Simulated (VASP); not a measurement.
# Si3As2 (P-3m1) in VASP: notebook

The runs below take Si3As2 through single point, relaxation of cell and atoms, with PBE.

Everything below comes from runs of VASP 6.6.1. Logs are shortened: lines on timing, memory, paths and dates and some standing lists are left out, and cuts for length are marked.

### Step 1. The cell of the first run

The structure is trigonal, space group P-3m1 (No. 164). The conventional cell has a = 4.295 Å, b = 4.295 Å, c = 5.186 Å, α = 90.00°, β = 90.00°, γ = 120.00°. Si (site symmetry -3m) has 6 As at 2.58 Å and 6 Si at 3.15 Å within 3.4 Å. Si (site symmetry 3m) has 5 As at 2.53 to 2.77 Å and 6 Si at 2.80 to 3.15 Å within 3.3 Å. Within 3.3 Å of As (site symmetry 3m) lie 8 Si at 2.53 to 2.77 Å and 3 As at 2.86 Å.

### Step 2. Single point, PBE

INCAR

```
PREC = Accurate
ENCUT = 520
EDIFF = 1E-6
ISMEAR = 0
SIGMA = 0.1
LREAL = False
LASPH = True
NELM = 60
ALGO = Normal
ISIF = 2
LWAVE = False
LCHARG = True
GGA = PE
LELF = True
LVHAR = True
NBANDS = 19
```

KPOINTS

```
regular mesh
0
Gamma
  6 6 4
```

POSCAR

```
Si3As2
1.0
    4.2948898040      0.0000000000      0.0000000000
   -2.1474449020      3.7194836767      0.0000000000
    0.0000000000      0.0000000000      5.1856833631
Si As
3 2
Direct
    0.0000000000      0.0000000000      0.0000000000
    0.3333333333      0.6666666667      0.6250000000
    0.6666666667      0.3333333333      0.3750000000
    0.3333333333      0.6666666667      0.1380000000
    0.6666666667      0.3333333333      0.8620000000
```

Potentials or basis: VASP PAW PBE potentials, release 64 (Si, As).

Launch:

```console
$ cat potpaw_PBE.64/Si/POTCAR potpaw_PBE.64/As/POTCAR > POTCAR
$ mpirun -np 1 vasp_std > vasp.out
```

OUTCAR:

```text
PREC = Accurate
   ENCUT = 520
   EDIFF = 1E-6
   ISMEAR = 0
   LREAL = False
   LASPH = True
   NELM = 60
   ISIF = 2
   GGA = PE

 ion  position               nearest neighbor table
   1  0.000  0.000  0.000-   4 2.58   5 2.58   4 2.58   5 2.58   5 2.58   4 2.58
   2  0.333  0.667  0.625-   4 2.53   4 2.66   5 2.77   5 2.77   5 2.77   3 2.80   3 2.80   3 2.80

   3  0.667  0.333  0.375-   5 2.53   5 2.66   4 2.77   4 2.77   4 2.77   2 2.80   2 2.80   2 2.80

   4  0.333  0.667  0.138-   2 2.53   1 2.58   1 2.58   1 2.58   2 2.66   3 2.77   3 2.77   3 2.77
                             5 2.86   5 2.86   5 2.86
   5  0.667  0.333  0.862-   3 2.53   1 2.58   1 2.58   1 2.58   3 2.66   2 2.77   2 2.77   2 2.77
                             4 2.86   4 2.86   4 2.86

  LATTYP: Found a hexagonal cell.
 ALAT       =     4.2948898040
 C/A-ratio  =     1.2074077799

  Lattice vectors:

 A1 = (   4.2948898040,   0.0000000000,   0.0000000000)
 A2 = (  -2.1474449020,   3.7194836767,   0.0000000000)
 A3 = (   0.0000000000,   0.0000000000,   5.1856833631)

Analysis of symmetry for initial positions (statically):
=====================================================================
 Subroutine PRICEL returns:
 Original cell was already a primitive cell.

 Routine SETGRP: Setting up the symmetry group for a
 hexagonal supercell.

 Subroutine GETGRP returns: Found 12 space group operations
 (whereof 12 operations were pure point group operations)
 out of a pool of 24 trial point group operations.

The static configuration has the point symmetry D_3d.

Analysis of symmetry for dynamics (positions and initial velocities):
=====================================================================
 Subroutine PRICEL returns:
 Original cell was already a primitive cell.

 Routine SETGRP: Setting up the symmetry group for a
 hexagonal supercell.

 Subroutine GETGRP returns: Found 12 space group operations
 (whereof 12 operations were pure point group operations)
 out of a pool of 24 trial point group operations.

The dynamic configuration has the point symmetry D_3d.

 Subroutine INISYM returns: Found 12 space group operations
 (whereof 12 operations are pure point group operations),
 and found     1 'primitive' translations

----------------------------------------------------------------------------------------

                                     Primitive cell

  volume of cell :      82.8401

  direct lattice vectors                    reciprocal lattice vectors
     4.294889804  0.000000000  0.000000000     0.232834845  0.134427260  0.000000000
    -2.147444902  3.719483677  0.000000000     0.000000000  0.268854520  0.000000000
     0.000000000  0.000000000  5.185683363     0.000000000  0.000000000  0.192838615

  length of vectors
     4.294889804  4.294889804  5.185683363     0.268854520  0.268854520  0.192838615

  position of ions in fractional coordinates (direct lattice)
     0.000000000  0.000000000  0.000000000
     0.333333333  0.666666667  0.625000000
     0.666666667  0.333333333  0.375000000
     0.333333333  0.666666667  0.138000000
     0.666666667  0.333333333  0.862000000

  ion indices of the primitive-cell ions
   primitive index   ion index
                 1           1
                 2           2
                 3           3
                 4           4
                 5           5

----------------------------------------------------------------------------------------

 KPOINTS: regular mesh

Automatic generation of k-mesh.
 Grid dimensions read from file:
 generate k-points for:    6    6    4

 Generating k-lattice:

  Cartesian coordinates                     Fractional coordinates (reciprocal lattice)
     0.038805807  0.022404543  0.000000000     0.166666667  0.000000000  0.000000000
     0.000000000  0.044809087  0.000000000     0.000000000  0.166666667  0.000000000
     0.000000000  0.000000000  0.048209654     0.000000000  0.000000000  0.250000000

  Length of vectors
     0.044809087  0.044809087  0.048209654

  Shift w.r.t. Gamma in fractional coordinates (k-lattice)
     0.000000000  0.000000000  0.000000000

 Subroutine IBZKPT returns following result:
 ===========================================

 Found     24 irreducible k-points:

 Following reciprocal coordinates:
            Coordinates               Weight
  0.000000  0.000000  0.000000      1.000000
  0.166667  0.000000  0.000000      6.000000
  0.333333  0.000000  0.000000      6.000000
  0.500000  0.000000  0.000000      3.000000
  0.166667  0.166667  0.000000      6.000000
  0.333333  0.166667  0.000000     12.000000
[... 16 lines left out ...]
  0.333333  0.166667  0.500000     12.000000
  0.333333  0.333333  0.500000      2.000000
   k-points           NKPTS =     24   k-points in BZ     NKDIM =     24   number of bands    NBANDS=     19
   number of dos      NEDOS =    301   number of ions     NIONS =      5
   total plane-waves  NPLWV =  40960
   dimension x,y,z NGX =    32 NGY =   32 NGZ =   40
   dimension x,y,z NGXF=    64 NGYF=   64 NGZF=   80
   ions per type =               3   2
   NGX,Y,Z   is equivalent  to a cutoff of  12.39, 12.39, 12.82 a.u.
   NGXF,Y,Z  is equivalent  to a cutoff of  24.77, 24.77, 25.65 a.u.
 SYSTEM =  unknown system
   PREC   = accura    normal or accurate (medium, high low for compatibility)
   ISTART =      0    job   : 0-new  1-cont  2-samecut
   ICHARG =      2    charge: 1-file 2-atom 10-const
   ISPIN  =      1    spin polarized calculation?
   LNONCOLLINEAR =      F non collinear calculations
   LSORBIT =      F    spin-orbit coupling
   LASPH  =      T    aspherical Exc in radial PAW
   ENCUT  =  520.0 eV  38.22 Ry    6.18 a.u.   7.99  7.99  9.64*2*pi/ulx,y,z
   NELM   =     60;   NELMIN=  2; NELMDL= -5     # of ELM steps
   EDIFF  = 0.1E-05   stopping-criterion for ELM
   LREAL  =      F    real-space projection
   EDIFFG = 0.1E-04   stopping-criterion for IOM
   NSW    =      0    number of steps for IOM
   IBRION =     -1    ionic relax: 0-MD 1-quasi-New 2-CG
   NFREE  =      0    steps in history (QN), initial steepest desc. (CG)
   ISIF   =      2    stress and relaxation
   ISYM   =      2    0-nonsym 1-usesym 2-fastsym
   POTIM  = 0.5000    time-step for ionic-motion
   TEBEG  =    0.0;   TEEND  =   0.0 temperature during run
   PSTRESS=    0.0 pullay stress
   NELECT =      22.0000    total number of electrons
   NUPDOWN=      -1.0000    fix difference up-down
   EMIN   =  10.00;   EMAX   =-10.00  energy-range for DOS
   EFERMI =   0.00;   METHOD = LEGACY
   ISMEAR =     0;   SIGMA  =   0.10  broadening in eV -4-tet -1-fermi 0-gaus
   EFERMI_NEDOS =   21; number of points for ismear=-14 and -15
   IALGO  =     38    algorithm
   IMIX   =      4    mixing-type and parameters
     AMIX     =   0.40;   BMIX     =  1.00
     AMIX_MAG =   1.60;   BMIX_MAG =  1.00
  volume/ion in A,a.u.               =      16.57       111.81
  Fermi-wavevector in a.u.,A,eV,Ry     =   1.052290  1.988540 15.065929  1.107315
  Thomas-Fermi vector in A             =   2.187367
   LORBIT       =      0    0 simple, 1 ext, 2 COOP (PROOUT), +10 PAW based schemes
   GGA     = PE    functional components
   LHFCALC =     F    Hartree Fock is set to
   AEXX    =    0.0000 exact exchange contribution
   IVDW    =     0    specifies the selected vdW correction
   LEPSILON=     F    determine dielectric tensor
   LRPA    =     F    only Hartree local field effects (RPA)
 non-spin polarized calculation
 Gauss-broadening in eV      SIGMA  =   0.10
  energy-cutoff  :      520.00
  volume of cell :       82.84
 maximum number of plane-waves:      2268
   NGX = 15   NGY = 15   NGZ = 19

 number of electron      21.9999999 magnetization

 Free energy of the ion-electron system (eV)
  ---------------------------------------------------
  ext. energy  EPLUGINS =         0.00000000
  ---------------------------------------------------
  free energy    TOTEN  =       -21.64486580 eV

  energy without entropy =      -21.62160197  energy(sigma->0) =      -21.63323389

 E-fermi :   8.3127     XC(G=0): -10.7872

 val. band max:        8.3125994614   @ k =   0.1667   0.1667   0.2500
 cond. band min:       8.3182786009   @ k =   0.1667   0.0000   0.0000
 fundamental gap:      0.0056791395
 Fermi energy:         8.3126582931

 k-point     1 :       0.0000    0.0000    0.0000
  band No.  band energies     occupation
      1      -7.3612      2.00000
      2      -2.1821      2.00000
      3      -0.7143      2.00000
      4       2.1211      2.00000
      5       3.3769      2.00000
      6       3.3769      2.00000
[... 11 lines left out ...]
     18      12.1507      0.00000
     19      12.4417      0.00000

 k-point     2 :       0.1667    0.0000    0.0000
  band No.  band energies     occupation
      1      -7.0930      2.00000
      2      -2.2820      2.00000
      3      -0.4812      2.00000
      4       0.7106      2.00000
      5       2.5181      2.00000
      6       2.5963      2.00000
[... 11 lines left out ...]
     18      13.0571      0.00000
     19      13.4166      0.00000

 k-point     3 :       0.3333    0.0000    0.0000
  band No.  band energies     occupation
      1      -6.3209      2.00000
      2      -3.1955      2.00000
      3      -0.2245      2.00000
      4       0.3644      2.00000
      5       1.7257      2.00000
      6       1.7614      2.00000
[... 11 lines left out ...]
     18      14.6044      0.00000
     19      14.7485      0.00000

 k-point     4 :       0.5000    0.0000    0.0000
  band No.  band energies     occupation
      1      -5.4907      2.00000
      2      -4.2908      2.00000
      3      -0.1601      2.00000
      4       1.0640      2.00000
      5       1.4514      2.00000
      6       1.8965      2.00000
[... 11 lines left out ...]
     18      14.6808      0.00000
     19      15.6048      0.00000

 k-point     5 :       0.1667    0.1667    0.0000
  band No.  band energies     occupation
      1      -6.5694      2.00000
      2      -2.7693      2.00000
      3      -0.1942      2.00000
      4       0.3123      2.00000
      5       0.5233      2.00000
      6       3.7528      2.00000
[... 11 lines left out ...]
     18      14.3045      0.00000
     19      14.6138      0.00000

 k-point     6 :       0.3333    0.1667    0.0000
  band No.  band energies     occupation
      1      -5.6234      2.00000
      2      -3.9184      2.00000
      3      -0.9055      2.00000
      4       0.8418      2.00000
      5       1.0037      2.00000
      6       2.4622      2.00000
[... 11 lines left out ...]
     18      14.9393      0.00000
     19      15.3532      0.00000

 k-point     7 :       0.3333    0.3333    0.0000
  band No.  band energies     occupation
      1      -4.7007      2.00000
      2      -4.7007      2.00000
      3      -1.7012      2.00000
      4       1.6140      2.00000
      5       1.6140      2.00000
      6       1.9148      2.00000
[... 11 lines left out ...]
     18      14.7866      0.00000
     19      14.8825      0.00000

 k-point     8 :       0.0000    0.0000    0.2500
  band No.  band energies     occupation
      1      -7.1625      2.00000
      2      -3.5038      2.00000
      3       0.6359      2.00000
      4       3.0015      2.00000
      5       3.6277      2.00000
      6       3.6277      2.00000
[... 256 lines left out ...]
 k-point    20 :       0.3333    0.0000    0.5000
  band No.  band energies     occupation
      1      -5.8531      2.00000
      2      -3.7439      2.00000
      3      -1.6590      2.00000
      4       0.3296      2.00000
      5       1.8441      2.00000
      6       2.1971      2.00000
[... 11 lines left out ...]
     18      13.6117      0.00000
     19      13.6577      0.00000

 k-point    21 :       0.5000    0.0000    0.5000
  band No.  band energies     occupation
      1      -5.0144      2.00000
      2      -4.0748      2.00000
      3      -2.0881      2.00000
      4      -0.6082      2.00000
      5       1.4597      2.00000
      6       1.9161      2.00000
[... 11 lines left out ...]
     18      13.0524      0.00000
     19      13.6577      0.00000

 k-point    22 :       0.1667    0.1667    0.5000
  band No.  band energies     occupation
      1      -6.1027      2.00000
      2      -3.8150      2.00000
      3      -0.9985      2.00000
      4       0.3262      2.00000
      5       1.2611      2.00000
      6       4.0141      2.00000
[... 11 lines left out ...]
     18      12.8961      0.00000
     19      13.9246      0.00000

 k-point    23 :       0.3333    0.1667    0.5000
  band No.  band energies     occupation
      1      -5.1598      2.00000
      2      -3.8072      2.00000
      3      -1.8567      2.00000
      4      -0.6217      2.00000
      5      -0.1146      2.00000
      6       3.2590      2.00000
[... 11 lines left out ...]
     18      13.1168      0.00000
     19      14.1877      0.00000

 k-point    24 :       0.3333    0.3333    0.5000
  band No.  band energies     occupation
      1      -4.3067      2.00000
      2      -4.3067      2.00000
      3      -1.4525      2.00000
      4      -1.1745      2.00000
      5      -1.1745      2.00000
      6       2.5636      2.00000
[... 11 lines left out ...]
     18      12.6452      0.00000
     19      16.0652      0.00000

------------------------ aborting loop because EDIFF is reached ----------------------------------------

  FORCE on cell =-STRESS in cart. coord.  units (eV):
  Direction    XX          YY          ZZ          XY          YZ          ZX
  --------------------------------------------------------------------------------------
  -------------------------------------------------------------------------------------
  Total        6.5252819      6.5252819      7.4160653      0.0000000     -0.0000000      0.0000000
  in kB      126.2028557    126.2028557    143.4311398      0.0000000     -0.0000000      0.0000000
  external PRESSURE =     131.9456171 kB  Pullay stress =       0.0000000 kB

 VOLUME and BASIS-vectors are now :
 -----------------------------------------------------------------------------
  energy-cutoff  :      520.00
  volume of cell :       82.84
      direct lattice vectors                 reciprocal lattice vectors
     4.294889804  0.000000000  0.000000000     0.232834845  0.134427260  0.000000000
    -2.147444902  3.719483677  0.000000000     0.000000000  0.268854520  0.000000000
     0.000000000  0.000000000  5.185683363     0.000000000  0.000000000  0.192838615

 POSITION                                       TOTAL-FORCE (eV/Angst)
 -----------------------------------------------------------------------------------
      0.00000      0.00000      0.00000         0.000000      0.000000      0.000000
     -0.00000      2.47966      3.24105         0.000000      0.000000     -0.418443
      2.14744      1.23983      1.94463        -0.000000     -0.000000      0.418443
     -0.00000      2.47966      0.71562        -0.000000      0.000000      1.039059
      2.14744      1.23983      4.47006        -0.000000     -0.000000     -1.039059
 -----------------------------------------------------------------------------------
    total drift:                               -0.000000      0.000000      0.000000

  FREE ENERGIE OF THE ION-ELECTRON SYSTEM (eV)
  ---------------------------------------------------
  free  energy   TOTEN  =       -21.6448658041 eV

  energy  without entropy=      -21.6216019687  energy(sigma->0) =      -21.63323389
```

Wall time 13 s (1 thread of AMD EPYC 9R45 (Zen 5), shared host); peak memory 0.17 GiB.

What came out:

```
Free energy            : -21.6449 eV
Pressure               : 13.2 GPa
Largest force          : 1.039 eV/Å
Band gap on the k mesh : zero (bands 11 and 12 overlap by 3.42 eV)
```

Forces on the atoms (eV/Å):
```
Si   0.000  0.000  0.000
Si   0.000  0.000 -0.418
Si   0.000  0.000  0.418
As   0.000  0.000  1.039
As   0.000  0.000 -1.039
```

Caveat: the cell stands under pressure; forces of over 1 eV/Å act on the atoms, so gaps and moduli don't describe the material at rest.

### Step 3. Single point, PBE

This run uses another cell than the first one, of 19.00 Å³/atom.

INCAR

```
ALGO = Normal
EDIFF = 1E-7
ENCUT = 520
GGA = PE
ISIF = 2
ISMEAR = 0
LASPH = T
LCHARG = F
LREAL = F
LWAVE = F
NBANDS = 19
NELM = 60
PREC = Accurate
SIGMA = 0.1
```

KPOINTS

```
k-points
0
Gamma
  6 6 4
```

POSCAR

```
Si3As2
1.0
    4.5287715518      0.0000000000      0.0000000000
   -2.2643857759      3.9220312118      0.0000000000
    0.0000000000      0.0000000000      5.3477986076
Si As
3 2
Direct
    0.0000000000      0.0000000000      0.0000000000
    0.3333333333      0.6666666667      0.7762909041
    0.6666666667      0.3333333333      0.2237090959
    0.3333333333      0.6666666667      0.2552858417
    0.6666666667      0.3333333333      0.7447141583
```

Potentials or basis: VASP PAW PBE potentials, release 64 (Si, As).

Launch:

```console
$ cat potpaw_PBE.64/Si/POTCAR potpaw_PBE.64/As/POTCAR > POTCAR
$ mpirun -np 1 vasp_std > vasp.out
```

It took 23 s on 1 thread of AMD EPYC 9R45 (Zen 5), shared host; peak memory 0.19 GiB.

It converged, with:

| Property | Result |
| --- | --- |
| Free energy | -23.4111 eV |
| Pressure | 0.0 GPa |
| Largest force | 0.012 eV/Å |
| Band gap on the k mesh | zero (bands 11 and 12 overlap by 3.14 eV) |

Forces on the atoms (eV/Å):
```
Si   0.000  0.000  0.000
Si   0.000  0.000 -0.006
Si   0.000  0.000  0.006
As   0.000  0.000  0.012
As   0.000  0.000 -0.012
```

Stress tensor (GPa, compression positive):
```
-0.12  0.00  0.00
 0.00 -0.12  0.00
 0.00  0.00  0.39
```

Levels at points of the mesh, in eV from the Fermi level:
| k point | band 9 | band 10 | band 11 | band 12 | band 13 | band 14 |
| --- | --- | --- | --- | --- | --- | --- |
| (0.00, 0.00, 0.00) | -2.99 | -1.77 | -1.46 | -1.24 | -1.24 | 1.74 |
| (0.50, 0.00, 0.00) | -2.48 | -1.36 | 0.43 | 1.14 | 2.13 | 3.03 |
| (0.00, 0.00, 0.50) | -3.11 | -2.26 | -2.26 | -1.76 | -1.36 | 0.73 |
| (0.50, 0.00, 0.50) | -0.64 | -0.61 | 0.61 | 1.40 | 2.60 | 2.70 |

(Part 1 of 2 ends here.)

The gap in the log of VASP goes by the Fermi energy; the results here count the filled bands.